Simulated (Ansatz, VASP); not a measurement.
## CdS in VASP and in Ansatz

```
Cd S
1.0
     3.98951    0.00000    0.00000
    -1.99475    3.45501    0.00000
     0.00000    0.00000    6.50405
Cd S
2 2
Direct
  0.33333 0.66667 0.99961
  0.66667 0.33333 0.49961
  0.33333 0.66667 0.37539
  0.66667 0.33333 0.87539
```

Alike in both runs: task single point; functional r2SCAN; k mesh 6 × 6 × 4; no spin polarisation.

```csv
,VASP,Ansatz
version,VASP 6.6.1,Ansatz 0.2.0
potentials or method,"VASP PAW PBE potentials, release 64 (Cd, S)","PAW with Ansatz's default frozen-core files, scalar-relativistic"
plane-wave cutoff (eV),520,500
occupations,"gaussian, width 0.01 eV",fixed
valence electrons in the cell,36,52
```

```tsv
	VASP	Ansatz	Ansatz less VASP
gap on the k mesh at the Fermi level (eV)	1.92	1.92	-0.003
pressure (GPa)	10.5	10.0	-0.55
```

VASP's potentials were made for PBE, not for r2SCAN. VASP's potentials hold 36 valence electrons a cell and Ansatz's 52, so a difference there can come from the potentials and not from the codes.
